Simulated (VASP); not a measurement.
# Si4HO7 (a cell with a defect): single point with PBEsol

Si4HO7 (a cell with a defect):

```
Si O H
1.0
     4.19435    0.00000    0.00000
     0.00000    4.19435    0.00000
     0.00000    0.00000    5.35710
Si O H
4 7 1
Direct
  0.00427 0.00677 0.99306
  0.02328 0.00746 0.50481
  0.49667 0.46510 0.24395
  0.51788 0.49102 0.72592
  0.30260 0.30098 0.99642
  0.74158 0.69827 0.00365
  0.66509 0.66143 0.48424
  0.19652 0.78453 0.24681
  0.15032 0.82935 0.73898
  0.80416 0.22432 0.26483
  0.80336 0.21835 0.73565
  0.93248 0.39217 0.26813
```

* Program: VASP 6.6.1
* Task: single point
* Functional: PBEsol
* Potentials or basis: VASP PAW PBE potentials, release 64 (Si, O, H)
* Cutoff: 520 eV
* k mesh: 2 × 2 × 2, shifted
* Occupations: fermi-dirac, width 0.05 eV
* Spin: collinear spin
* Starting moments: [0.1, 0.1, 0.1, 0.1, 0.1, 0.1, 0.1, 0.1, 0.0, 0.1, 0.0, 0.1] μB
* Dipole correction: no
* Charge: 6
* Further INCAR settings: ALGO = Normal; EDIFF = 1e-06; NBANDS = 46; NELECT = 53.0

```yaml
Largest_force: 9.247 eV/Å
Net_moment: 1.33 μB per cell
Site_moments: Si -0.01; O +0.34, +0.11, +0.26, +0.08, +0.01, +0.02; H +0.00 μB
Valence_electrons_inside_the_program's_atomic_spheres: Si 1.30, 1.34, 1.25; O 4.93, 4.82, 4.98, 4.86, 5.02, 5.24, 4.96; H 0.91
```

Forces in eV/Å, atoms in the order of the input:
```
Si  -0.353  0.543  0.366
Si  -4.678 -1.664 -3.095
Si  -1.242  4.963 -4.293
Si  -1.514  2.507  7.440
O    0.060  0.151 -0.946
O   -3.044 -0.993 -0.679
O   -0.195  2.302 -0.813
O    0.245  0.741  0.889
O    5.364 -4.791  1.801
O   -0.848 -9.190 -0.565
O    0.907 -1.340  0.079
H    5.296  6.769 -0.183
```

Levels at points of the mesh, in eV from the Fermi level:
Spin up:
| k point | band 25 | band 26 | band 27 | band 28 | band 29 | band 30 |
| --- | --- | --- | --- | --- | --- | --- |
| (0.25, 0.25, 0.25) | -0.92 | -0.67 | -0.35 | 0.17 | 2.49 | 6.35 |
Spin down:
```
           k point  band 23  band 24  band 25  band 26  band 27  band 28  band 29  band 30
(0.25, 0.25, 0.25)    -1.25    -0.98    -0.58    -0.03     0.40     0.60     2.60     6.42
```

Run time: 78 s on 1 thread of AMD EPYC 7R13, with other jobs on the host, peak memory 0.2 GiB.

Caveat: the k points lie up to 0.75 Å⁻¹ apart; the cell carries a net charge on a neutralising background, which shifts energy and pressure; the cell is charged against a uniform background, so pressure and absolute levels hang on convention; the PAW data sets were made with another functional, which shifts forces and pressure a little.
